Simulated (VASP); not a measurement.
# Ba4Ti4SO11 (a cell with a defect) in VASP: single point with PBE

Aim: the single point of Ba4Ti4SO11 (a cell with a defect) with PBE.

All numbers are computed with VASP 6.6.1; they aren't measurements. Logs are shortened: lines on timing, memory, paths and dates and some standing lists are left out, and cuts for length are marked.

## Step 1: The cell of the first run

The cell holds a defect, 20 atoms: a = 6.939 Å, b = 6.939 Å, c = 6.939 Å, α = 109.47°, β = 109.47°, γ = 109.47°.

## Step 2: Single point, PBE

INCAR

```
PREC = Accurate
ENCUT = 520
EDIFF = 1E-6
ISMEAR = -1
SIGMA = 0.01
LREAL = Auto
LASPH = True
NELM = 80
ALGO = Normal
ISIF = 2
LWAVE = False
LCHARG = False
GGA = PE
NBANDS = 96
```

KPOINTS

```
Automatic mesh
0
Gamma
  3 3 3
```

POSCAR

```
Ba4Ti4SO11
1.0
   -4.0060000000      4.0060000000      4.0060000000
    4.0060000000     -4.0060000000      4.0060000000
    4.0060000000      4.0060000000     -4.0060000000
Ba Ti S O
4 4 1 11
Direct
    0.5065045304      0.5032522652      0.5032522652
    0.0000000000     -0.0032522652      0.5032522652
    0.0000000000      0.5032522652     -0.0032522652
    0.4934954696     -0.0032522652     -0.0032522652
    0.0000000000     -0.0213707283     -0.0213707283
    0.5000000000      0.5000000000      0.0000000000
    0.5000000000      0.0000000000      0.5000000000
    0.0000000000      0.5213707283      0.5213707283
    0.0000000000      0.2500000000      0.2500000000
    0.5000000000      0.7500000000      0.2500000000
    0.5000000000      0.2500000000      0.7500000000
    0.0000000000      0.7500000000      0.7500000000
    0.2509854832     -0.0112672677      0.2397182155
    0.7490145168      0.5112672677      0.2602817845
    0.7490145168     -0.0112672677      0.7377472491
    0.2509854832      0.5112672677      0.7622527509
    0.2509854832      0.2397182155     -0.0112672677
    0.7490145168      0.7377472491     -0.0112672677
    0.7490145168      0.2602817845      0.5112672677
    0.2509854832      0.7622527509      0.5112672677
```

Potentials or basis: VASP PAW PBE potentials, release 64 (Ba_sv, Ti_sv, S, O).

Command:

```sh
cat potpaw_PBE.64/Ba_sv/POTCAR potpaw_PBE.64/Ti_sv/POTCAR potpaw_PBE.64/S/POTCAR potpaw_PBE.64/O/POTCAR > POTCAR
mpirun -np 1 vasp_std > vasp.out
```

OUTCAR:

```text
PREC = Accurate
   ENCUT = 520
   EDIFF = 1E-6
   ISMEAR = -1
   LREAL = Auto
   LASPH = True
   NELM = 80
   ISIF = 2
   GGA = PE

 ion  position               nearest neighbor table
   1  0.507  0.503  0.503-  14 2.75  19 2.75  18 2.75  15 2.75  12 2.80  11 2.83  10 2.83   9 2.87
                            13 2.92  17 2.92  20 2.92  16 2.92   8 3.34   5 3.34   6 3.47   7 3.47
   2  0.000  0.997  0.503-  14 2.75  15 2.75  17 2.75  20 2.75  12 2.80  11 2.83  10 2.83   9 2.87
                            19 2.92  13 2.92  18 2.92  16 2.92   8 3.34   5 3.34   7 3.47   7 3.47
   3  0.000  0.503  0.997-  13 2.75  16 2.75  18 2.75  19 2.75  12 2.80  11 2.83  10 2.83   9 2.87
                            14 2.92  20 2.92  15 2.92  17 2.92   8 3.34   5 3.34   6 3.47   6 3.47
   4  0.493  0.997  0.997-  13 2.75  17 2.75  16 2.75  20 2.75  12 2.80  11 2.83  10 2.83   9 2.87
                            19 2.92  14 2.92  18 2.92  15 2.92   5 3.34   8 3.34   6 3.47   7 3.47
   5  0.000  0.979  0.979-  12 1.83  13 2.01  15 2.01  17 2.01  18 2.01   9 2.17   4 3.34   1 3.34
                             3 3.34   2 3.34   3 3.60   2 3.60   1 3.60   4 3.60
   6  0.500  0.500  0.000-  14 2.00  16 2.00  17 2.00  18 2.00  10 2.00  11 2.00   1 3.47   4 3.47
                             3 3.47   2 3.47   3 3.47   2 3.47   4 3.47   1 3.47
   7  0.500  0.000  0.500-  13 2.00  15 2.00  19 2.00  20 2.00  10 2.00  11 2.00   1 3.47   4 3.47
                             2 3.47   3 3.47   2 3.47   3 3.47   1 3.47   4 3.47
   8  0.000  0.521  0.521-  12 1.83  14 2.01  16 2.01  19 2.01  20 2.01   9 2.17   1 3.34   4 3.34
                             3 3.34   2 3.34   3 3.60   2 3.60   4 3.60   1 3.60
   9  0.000  0.250  0.250-   5 2.17   8 2.17   2 2.87   3 2.87   1 2.87   4 2.87
  10  0.500  0.750  0.250-   6 2.00   7 2.00   2 2.83   3 2.83   4 2.83   1 2.83
  11  0.500  0.250  0.750-   6 2.00   7 2.00   3 2.83   2 2.83   4 2.83   1 2.83
  12  0.000  0.750  0.750-   5 1.83   8 1.83   1 2.80   4 2.80   3 2.80   2 2.80
  13  0.251  0.989  0.240-   7 2.00   5 2.01   4 2.75   3 2.75   1 2.92   2 2.92
  14  0.749  0.511  0.260-   6 2.00   8 2.01   1 2.75   2 2.75   4 2.92   3 2.92
  15  0.749  0.989  0.738-   7 2.00   5 2.01   1 2.75   2 2.75   3 2.92   4 2.92
  16  0.251  0.511  0.762-   6 2.00   8 2.01   3 2.75   4 2.75   2 2.92   1 2.92
  17  0.251  0.240  0.989-   6 2.00   5 2.01   4 2.75   2 2.75   1 2.92   3 2.92
  18  0.749  0.738  0.989-   6 2.00   5 2.01   1 2.75   3 2.75   2 2.92   4 2.92
  19  0.749  0.260  0.511-   7 2.00   8 2.01   1 2.75   3 2.75   4 2.92   2 2.92
  20  0.251  0.762  0.511-   7 2.00   8 2.01   2 2.75   4 2.75   3 2.92   1 2.92

  LATTYP: Found a body centered cubic cell.
 ALAT       =     8.0120000000

  Lattice vectors:

 A1 = (  -4.0060000000,   4.0060000000,   4.0060000000)
 A2 = (   4.0060000000,  -4.0060000000,   4.0060000000)
 A3 = (   4.0060000000,   4.0060000000,  -4.0060000000)

Analysis of symmetry for initial positions (statically):
=====================================================================
 Subroutine PRICEL returns:
 Original cell was already a primitive cell.

 Routine SETGRP: Setting up the symmetry group for a
 body centered cubic supercell.

 Subroutine GETGRP returns: Found 16 space group operations
 (whereof  8 operations were pure point group operations)
 out of a pool of 48 trial point group operations.

The static configuration has the point symmetry C_4v.
 The point group associated with its full space group is D_4h.

Analysis of symmetry for dynamics (positions and initial velocities):
=====================================================================
 Subroutine PRICEL returns:
 Original cell was already a primitive cell.

 Routine SETGRP: Setting up the symmetry group for a
 body centered cubic supercell.

 Subroutine GETGRP returns: Found 16 space group operations
 (whereof  8 operations were pure point group operations)
 out of a pool of 48 trial point group operations.

The dynamic configuration has the point symmetry C_4v.
 The point group associated with its full space group is D_4h.

 Subroutine INISYM returns: Found 16 space group operations
 (whereof  8 operations are pure point group operations),
 and found     1 'primitive' translations

----------------------------------------------------------------------------------------

                                     Primitive cell

  volume of cell :     257.1537

  direct lattice vectors                    reciprocal lattice vectors
    -4.006000000  4.006000000  4.006000000     0.000000000  0.124812781  0.124812781
     4.006000000 -4.006000000  4.006000000     0.124812781  0.000000000  0.124812781
     4.006000000  4.006000000 -4.006000000     0.124812781  0.124812781  0.000000000

[... 57 lines left out ...]

  Cartesian coordinates                     Fractional coordinates (reciprocal lattice)
     0.000000000  0.041604260  0.041604260     0.333333333  0.000000000  0.000000000
     0.041604260  0.000000000  0.041604260     0.000000000  0.333333333  0.000000000
     0.041604260  0.041604260  0.000000000     0.000000000  0.000000000  0.333333333

  Length of vectors
     0.058837309  0.058837309  0.058837309

  Shift w.r.t. Gamma in fractional coordinates (k-lattice)
     0.000000000  0.000000000  0.000000000

 Subroutine IBZKPT returns following result:
 ===========================================

 Found      6 irreducible k-points:

 Following reciprocal coordinates:
            Coordinates               Weight
  0.000000  0.000000  0.000000      1.000000
  0.333333  0.000000  0.000000      4.000000
  0.000000  0.333333  0.000000      8.000000
  0.333333  0.333333  0.000000      8.000000
 -0.333333  0.333333  0.333333      2.000000
  0.333333 -0.333333  0.333333      4.000000
   k-points           NKPTS =      6   k-points in BZ     NKDIM =      6   number of bands    NBANDS=     96
   number of dos      NEDOS =    301   number of ions     NIONS =     20
   total plane-waves  NPLWV = 157464
   dimension x,y,z NGX =    54 NGY =   54 NGZ =   54
   dimension x,y,z NGXF=   108 NGYF=  108 NGZF=  108
   ions per type =               4   4   1  11
   NGX,Y,Z   is equivalent  to a cutoff of  12.94, 12.94, 12.94 a.u.
   NGXF,Y,Z  is equivalent  to a cutoff of  25.88, 25.88, 25.88 a.u.
 SYSTEM =  unknown system
   PREC   = accura    normal or accurate (medium, high low for compatibility)
   ISTART =      0    job   : 0-new  1-cont  2-samecut
   ICHARG =      2    charge: 1-file 2-atom 10-const
   ISPIN  =      1    spin polarized calculation?
   LNONCOLLINEAR =      F non collinear calculations
   LSORBIT =      F    spin-orbit coupling
   LASPH  =      T    aspherical Exc in radial PAW
   ENCUT  =  520.0 eV  38.22 Ry    6.18 a.u.  12.90 12.90 12.90*2*pi/ulx,y,z
   NELM   =     80;   NELMIN=  2; NELMDL= -5     # of ELM steps
   EDIFF  = 0.1E-05   stopping-criterion for ELM
   LREAL  =      T    real-space projection
   EDIFFG = 0.1E-04   stopping-criterion for IOM
   NSW    =      0    number of steps for IOM
   IBRION =     -1    ionic relax: 0-MD 1-quasi-New 2-CG
   NFREE  =      0    steps in history (QN), initial steepest desc. (CG)
   ISIF   =      2    stress and relaxation
   ISYM   =      2    0-nonsym 1-usesym 2-fastsym
   POTIM  = 0.5000    time-step for ionic-motion
   TEBEG  =    0.0;   TEEND  =   0.0 temperature during run
   PSTRESS=    0.0 pullay stress
   NELECT =     160.0000    total number of electrons
   NUPDOWN=      -1.0000    fix difference up-down
   EMIN   =  10.00;   EMAX   =-10.00  energy-range for DOS
   EFERMI =   0.00;   METHOD = LEGACY
   ISMEAR =    -1;   SIGMA  =   0.01  broadening in eV -4-tet -1-fermi 0-gaus
   EFERMI_NEDOS =   21; number of points for ismear=-14 and -15
   IALGO  =     38    algorithm
   IMIX   =      4    mixing-type and parameters
     AMIX     =   0.40;   BMIX     =  1.00
     AMIX_MAG =   1.60;   BMIX_MAG =  1.00
  volume/ion in A,a.u.               =      12.86        86.77
  Fermi-wavevector in a.u.,A,eV,Ry     =   1.397603  2.641087 26.576187  1.953295
  Thomas-Fermi vector in A             =   2.520843
   LORBIT       =      0    0 simple, 1 ext, 2 COOP (PROOUT), +10 PAW based schemes
   GGA     = PE    functional components
   LHFCALC =     F    Hartree Fock is set to
   AEXX    =    0.0000 exact exchange contribution
   IVDW    =     0    specifies the selected vdW correction
   LEPSILON=     F    determine dielectric tensor
   LRPA    =     F    only Hartree local field effects (RPA)
 non-spin polarized calculation
  energy-cutoff  :      520.00
  volume of cell :      257.15
 maximum number of plane-waves:      6939
 NGX is ok and might be reduce to    54
   NGX = 25   NGY = 25   NGZ = 25

 number of electron     159.9999954 magnetization

 Free energy of the ion-electron system (eV)
  ---------------------------------------------------
  ext. energy  EPLUGINS =         0.00000000
  ---------------------------------------------------
  free energy    TOTEN  =      -153.78041618 eV

  energy without entropy =     -153.78041618  energy(sigma->0) =     -153.78041618

 E-fermi :   5.0162     XC(G=0): -11.3704

 val. band max:        4.7430583412   @ k =   0.0000   0.0000   0.0000
 cond. band min:       5.8891008653   @ k =   0.0000   0.0000   0.0000
 fundamental gap:      1.1460425241
 Fermi energy:         5.0161820926

 k-point     1 :       0.0000    0.0000    0.0000
  band No.  band energies     occupation
      1     -52.2751      2.00000
      2     -52.2741      2.00000
      3     -52.1714      2.00000
      4     -52.1689      2.00000
      5     -28.6749      2.00000
      6     -28.5794      2.00000
[... 559 lines left out ...]
     91       8.3151      0.00000
     92       8.4709      0.00000
 [bands above 92 left out]

------------------------ aborting loop because EDIFF is reached ----------------------------------------

  FORCE on cell =-STRESS in cart. coord.  units (eV):
  Direction    XX          YY          ZZ          XY          YZ          ZX
  --------------------------------------------------------------------------------------
  -------------------------------------------------------------------------------------
  Total       36.3433424     16.2549871     16.2549871      0.0000000      0.0000000      0.0000000
  in kB      226.4345128    101.2754973    101.2754973      0.0000000      0.0000000      0.0000000
  external PRESSURE =     142.9951691 kB  Pullay stress =       0.0000000 kB

 VOLUME and BASIS-vectors are now :
 -----------------------------------------------------------------------------
  energy-cutoff  :      520.00
  volume of cell :      257.15
      direct lattice vectors                 reciprocal lattice vectors
    -4.006000000  4.006000000  4.006000000     0.000000000  0.124812781  0.124812781
     4.006000000 -4.006000000  4.006000000     0.124812781  0.000000000  0.124812781
     4.006000000  4.006000000 -4.006000000     0.124812781  0.124812781  0.000000000

 POSITION                                       TOTAL-FORCE (eV/Angst)
 -----------------------------------------------------------------------------------
      2.00300      2.02906      2.02906        -0.000000     -0.017073     -0.017073
      6.00900     -1.97694      1.97694        -0.000000     -0.017073      0.017073
      6.00900      1.97694     -1.97694        -0.000000      0.017073     -0.017073
      6.00900      1.97694      1.97694         0.000000      0.017073      0.017073
      7.84078      0.00000      0.00000         0.071115      0.000000     -0.000000
      0.00000      0.00000      4.00600        -0.000000      0.000000     -0.000000
[... 12 lines left out ...]
      0.09027      4.00600      1.99510        -0.038441      0.000000      0.000574
      4.09627      0.00000      2.01090        -0.038441      0.000000     -0.000574
 -----------------------------------------------------------------------------------
    total drift:                               -0.000000     -0.000000      0.000000

  FREE ENERGIE OF THE ION-ELECTRON SYSTEM (eV)
  ---------------------------------------------------
  free  energy   TOTEN  =      -153.7804161751 eV

  energy  without entropy=     -153.7804161751  energy(sigma->0) =     -153.78041618
```

Wall time 14 min (1 thread of AMD EPYC 7R43 (Zen 3), shared host); peak memory 0.4 GiB.

What came out:

```yaml
Free_energy: -153.7804 eV
Pressure: 14.3 GPa
Largest_force: 0.071 eV/Å
Band_gap_on_the_k_mesh: 1.15 eV
```

Forces on the atoms (eV/Å):
```
Ba   0.000 -0.017 -0.017
Ba   0.000 -0.017  0.017
Ba   0.000  0.017 -0.017
Ba   0.000  0.017  0.017
Ti   0.071  0.000  0.000
Ti   0.000  0.000  0.000
Ti   0.000  0.000  0.000
Ti  -0.071  0.000  0.000
S    0.000  0.000  0.000
O    0.000  0.000  0.000
O    0.000  0.000  0.000
O    0.000  0.000  0.000
O    0.038 -0.001  0.000
O   -0.038  0.001  0.000
O    0.038  0.001  0.000
O   -0.038 -0.001  0.000
O    0.038  0.000 -0.001
O    0.038  0.000  0.001
O   -0.038  0.000  0.001
O   -0.038  0.000 -0.001
```

Stress tensor (GPa, compression positive):
```
22.64  0.00  0.00
 0.00 10.13  0.00
 0.00  0.00 10.13
```

Levels at points of the mesh, in eV from the valence-band top:
| k point | band 77 | band 78 | band 79 | band 80 | band 81 | band 82 | band 83 | band 84 |
| --- | --- | --- | --- | --- | --- | --- | --- | --- |
| (0.00, 0.00, 0.00) | -0.55 | -0.26 | 0.00 | 0.00 | 1.15 | 1.15 | 1.31 | 3.02 |

Caveat: spin-orbit coupling is left out, which moves the levels of the heavy elements.
